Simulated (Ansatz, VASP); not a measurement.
Two plane-wave programs on GaN

```
CELL_PARAMETERS angstrom
0.00000 2.25350 2.25350
2.25350 0.00000 2.25350
2.25350 2.25350 0.00000
ATOMIC_POSITIONS crystal
Ga 0.00000 0.00000 0.00000
N 0.72781 0.77219 0.72781
```

Alike in both runs: task single point; functional PBE; k mesh 8 × 8 × 8; no spin polarisation.

|  | VASP | Ansatz |
| --- | --- | --- |
| version | VASP 6.6.1 | Ansatz 0.2.0 |
| potentials or method | VASP PAW PBE potentials, release 64 (Ga_d, N) | plane waves, PAW |
| plane-wave cutoff (eV) | 520 | 420 |
| occupations | gaussian, width 0.01 eV | fixed |
| valence electrons in the cell | 18 | 18 |

|  | VASP | Ansatz | Ansatz less VASP |
| --- | --- | --- | --- |
| rms of the force components (eV/Å) | 0.698 | 0.708 | +0.0103 |

Atom by atom the forces differ by 0.010 eV/Å (rms over components).
